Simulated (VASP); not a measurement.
GdO:

```
Gd O
1.0
     0.00000    2.70000    2.70000
     2.70000    0.00000    2.70000
     2.70000    2.70000    0.00000
Gd O
1 1
Direct
  0.00000 0.00000 0.00000
  0.75000 0.75000 0.75000
```

Base run:

- Program: VASP 6.6.1
- Functional: LDA
- Potentials or basis: VASP PAW PBE potentials, release 64 (Gd, O)
- Cutoff: 520 eV
- k mesh: 9 × 9 × 9
- Occupations: fermi-dirac, width 0.05 eV
- Spin: collinear spin, ferromagnetic start
- Starting moments: [7.0, 0.0] μB

Its results: pressure -7.4 GPa; net moment 6.85 μB per cell; site moments Gd +6.64; O -0.05 μB.

Question: The run is repeated on the same cell with these changes: functional from LDA to PBE; moments at the start from [7.0, 0.0] to [8.5, 0.0]. What comes out?

Answer: Pressure -0.5 GPa; net moment 7.57 μB per cell; site moments Gd +6.87; O -0.02 μB.

Caveats: a cell with one magnetic atom can't hold antiferromagnetic order, which such compounds often take; the PAW data sets were made with another functional, which shifts forces and pressure a little (some runs).
